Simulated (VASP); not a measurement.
Set up this calculation in VASP 6.6.1, as the native input.

- Task: single point
- Functional: LDA
- Potentials or basis: VASP PAW LDA potentials, release 64 (As, Ga_d)
- Cutoff: 520 eV
- k mesh: 8 × 8 × 8
- Occupations: fermi-dirac, width 0.05 eV
- Spin: no spin polarisation
- Dipole correction: no
- Further INCAR settings: ALGO = Normal; EDIFF = 1e-07; NBANDS = 16

The structure of GaAs lies in POSCAR:

```
GaAs
1.0
    0.0000000000      2.8268500000      2.8268500000
    2.8268500000      0.0000000000      2.8268500000
    2.8268500000      2.8268500000      0.0000000000
As Ga
1 1
Direct
    0.7500000000      0.7500000000      0.7500000000
    0.0000000000      0.0000000000      0.0000000000
```

These files were run (other wordings do the same):

INCAR

```
  PREC = Accurate
  ENCUT = 520
  EDIFF = 1E-7
  ISMEAR = -1
  SIGMA = 0.05
  LREAL = F
  LASPH = T
  NELM = 80
  ALGO = Normal
  ISIF = 2
  LWAVE = F
  LCHARG = F
  GGA = CA
  NBANDS = 16
```

KPOINTS

```
Automatic mesh
0
Gamma
  8 8 8
```

Potentials or basis: VASP PAW LDA potentials, release 64 (As, Ga_d).

The run is started by

```sh
$ cat potpaw_LDA.64/As/POTCAR potpaw_LDA.64/Ga_d/POTCAR > POTCAR
$ mpirun -np 1 vasp_std > vasp.out
```

Results of the run:

The pressure is -1.6 GPa. The band gap on the k mesh is 0.33 eV, direct.

It took 35 s on 1 thread of AMD EPYC 7R13, with other jobs on the host, peak memory 0.13 GiB.
